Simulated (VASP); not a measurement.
Here is a VASP 6.6.1 calculation.

File POSCAR:

```
NaCl
1.0
    3.1140444827      0.0000000000      0.0000000000
    0.0000000000      3.1140444827      0.0000000000
    0.0000000000      0.0000000000      3.1140444827
Na Cl
1 1
Direct
    0.0000000000      0.0000000000      0.0000000000
    0.5000000000      0.5000000000      0.5000000000
```

File INCAR.step1:

```
SYSTEM = NaCl
  PREC = Accurate
  ENCUT = 520
  ISMEAR = 0
  SIGMA = 0.1
  LREAL = .FALSE.
  LASPH = .TRUE.
  NELM = 60
  NBANDS = 14
  GGA = PE
  ALGO = Normal
  EDIFF = 1E-4
  LWAVE = .TRUE.
  LCHARG = .FALSE.
```

File INCAR.step2:

```
SYSTEM = NaCl
  PREC = Accurate
  ENCUT = 520
  EDIFF = 1E-7
  ISMEAR = 0
  SIGMA = 0.1
  LREAL = .FALSE.
  LASPH = .TRUE.
  NELM = 60
  ALGO = Normal
  ISIF = 2
  LWAVE = .FALSE.
  LCHARG = .FALSE.
  METAGGA = R2SCAN
  LMIXTAU = .TRUE.
  NBANDS = 14
  ISTART = 1
```

Contents of KPOINTS:

```
Automatic mesh
0
G
  4 4 4
  0 0 0
```

Potentials or basis: VASP PAW PBE potentials, release 64 (Na_pv, Cl).

Command:

```console
$ cat potpaw_PBE.64/Na_pv/POTCAR potpaw_PBE.64/Cl/POTCAR > POTCAR
$ cp INCAR.step1 INCAR
$ mpirun -np 1 vasp_std > vasp.out
$ cp INCAR.step2 INCAR
$ mpirun -np 1 vasp_std > vasp.out
```

Problem. Predict the band gap on the k mesh.

Solution. 5.84 eV, direct.

Problem. Predict the pressure.

Solution. 19.3 GPa.

Caveat: the k points lie up to 0.50 Å⁻¹ apart; the PAW data sets were made with another functional, which shifts forces and pressure a little. A k mesh can miss the band edges.
